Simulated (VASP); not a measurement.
LiCl: single point with r2SCAN

Crystal: LiCl.

```
Li Cl
1.0
     0.00000    2.56476    2.56476
     2.51346    0.00000    2.56476
     2.51346    2.56476    0.00000
Li Cl
1 1
Direct
  0.00000 0.00000 0.00000
  0.50000 0.50000 0.50000
```

This cell differs from its parent crystal: strain -0.0200 x Voigt [1, 0, 0, 0, 0, 0].

```json
{
  "Program": "VASP 6.6.1",
  "Task": "single point",
  "Functional": "r2SCAN",
  "Potentials or basis": "VASP PAW PBE potentials, release 64 (Li_sv, Cl)",
  "Cutoff": "520 eV",
  "k mesh": "8 × 8 × 8",
  "Occupations": "gaussian, width 0.05 eV",
  "Spin": "no spin polarisation"
}
```

```yaml
Band_gap_on_the_k_mesh: 7.41 eV
```

Levels at points of the mesh, in eV from the valence-band top:
| k point | band 2 | band 3 | band 4 | band 5 | band 6 | band 7 | band 8 | band 9 |
| --- | --- | --- | --- | --- | --- | --- | --- | --- |
| (0.00, 0.00, 0.00) | -14.08 | -0.06 | 0.00 | 0.00 | 7.41 | 12.60 | 12.60 | 12.78 |
| (0.50, 0.00, 0.00) | -13.47 | -2.94 | -0.33 | -0.28 | 7.54 | 10.22 | 10.40 | 14.41 |
| (0.50, 0.50, 0.00) | -13.21 | -3.05 | -1.23 | -1.09 | 8.82 | 8.91 | 13.64 | 15.39 |
| (0.00, 0.50, 0.50) | -13.18 | -3.05 | -1.23 | -1.23 | 8.77 | 8.81 | 13.95 | 15.46 |

It took 2.1 min on 1 thread of Intel(R) Xeon(R) Platinum 8175M CPU @ 2.50GHz (Skylake/Cascade Lake) (shared host), peak memory 0.16 GiB.

Caveat: the cell differs from its parent crystal (strain -0.0200 x Voigt [1, 0, 0, 0, 0, 0]). A k mesh can miss the band edges.
